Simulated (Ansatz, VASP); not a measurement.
**One calculation of HfH2, two programs**

File INCAR:

```
  PREC = Accurate
  ENCUT = 520
  EDIFF = 1E-8
  ISMEAR = -1
  SIGMA = 0.03
  LREAL = False
  LASPH = True
  NELM = 60
  ALGO = Normal
  ISIF = 2
  LWAVE = False
  LCHARG = False
  LEFG = True
  NBANDS = 13
```

File KPOINTS:

```
regular mesh
0
Gamma
  12 12 12
```

Contents of POSCAR:

```
HfH2
1.0
   -1.7390000000      1.7390000000      2.2241100000
    1.7390000000     -1.7390000000      2.2241100000
    1.7390000000      1.7390000000     -2.2241100000
Hf H
1 2
Direct
    0.0000000000      0.0000000000      0.0000000000
    0.7500000000      0.2500000000      0.5000000000
    0.2500000000      0.7500000000      0.5000000000
```

Input for Ansatz:

```yaml
crystal:
  lattice:
    - [-1.739, 1.739, 2.22411]
    - [1.739, -1.739, 2.22411]
    - [1.739, 1.739, -2.22411]
  atoms:
    - { symbol: Hf, position: [0.0, 0.0, 0.0] }
    - { symbol: H, position: [0.75, 0.25, 0.5] }
    - { symbol: H, position: [0.25, 0.75, 0.5] }
kpoints:
  mp_grid: { grid: [12, 12, 12] }
scf:
  occupations: { method: fermi_dirac, width: 0.03 }
hamiltonian:
  xc: lda
  pseudopotentials: { kind: all_electron, datasets: crystal }
output:
  forces: true
  stress: true
  eigenvalues: true
  efg: { contact_densities: true }
```

Change from the starting cell: zz strain of +2 %, crystal datasets.

Alike in both runs: task electric field gradients; functional LDA; k mesh 12 × 12 × 12; occupations fermi-dirac, width 0.03 eV; no spin polarisation.

|  | VASP | Ansatz |
| --- | --- | --- |
| version | VASP 6.6.1 | Ansatz 0.2.0 |
| potentials or method | VASP PAW LDA potentials, release 64 (Hf_pv, H), cutoff 520 eV | all-electron PAW with datasets made for the crystal, scalar-relativistic |

```csv
,VASP,Ansatz,Ansatz less VASP
pressure (GPa),-10.8,-10.7,+0.18
"traceless stress, the component that is largest in VASP (GPa)",-0.98,-1.00,-0.024
size of Vzz on the site where it differs most (V/Å²),23.4,31.8,+8.42
```

LDA's correlation is that of Perdew and Zunger in VASP and of Perdew and Wang (1992) in Ansatz. Ansatz ran all-electron here, and VASP with PAW potentials.

Spin-orbit coupling is off throughout.
